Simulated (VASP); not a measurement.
Set up this calculation in VASP 6.6.1, as the native input.

- Task: single point
- Functional: PBE
- Potentials or basis: VASP PAW PBE potentials, release 64 (As_d)
- Cutoff: 600 eV
- k mesh: 14 × 14 × 14
- Occupations: fermi-dirac, width 0.1 eV
- Spin: no spin polarisation
- Dipole correction: no
- Further INCAR settings: ALGO = Normal; EDIFF = 1e-06; NBANDS = 22

The structure of As lies in POSCAR:

```
As
1.0
    1.8390498687     -1.0617759368      3.1087289109
    0.0000000000      2.1235518735      3.1087289109
   -1.8390498687     -1.0617759368      3.1087289109
As
2
Direct
    0.2369110440      0.2369110440      0.2369110440
   -0.2369110440     -0.2369110440     -0.2369110440
```

These files were run (other wordings do the same):

INCAR

```
  PREC = Accurate
  ENCUT = 600
  EDIFF = 1E-6
  ISMEAR = -1
  SIGMA = 0.1
  LREAL = F
  LASPH = T
  NELM = 120
  ALGO = Normal
  ISIF = 2
  LWAVE = F
  LCHARG = F
  GGA = PE
  NBANDS = 22
  GGA_COMPAT = F
```

KPOINTS

```
Automatic mesh
0
Gamma
  14 14 14
```

Potentials or basis: VASP PAW PBE potentials, release 64 (As_d).

Command:

```sh
$ cat potpaw_PBE.64/As_d/POTCAR > POTCAR
$ mpirun -np 1 vasp_std > vasp.out
```

Results of the run:

```yaml
Pressure: 14.7 GPa
Largest_force: 0.004 eV/Å
Band_gap_on_the_k_mesh: zero (bands 15 and 16 overlap by 0.63 eV)
```

Caveat: the cell stands under pressure.

Run time: 92 s on 1 thread of AMD EPYC 9R45 96-Core Processor (Zen 5) (shared host), peak memory 0.31 GiB.
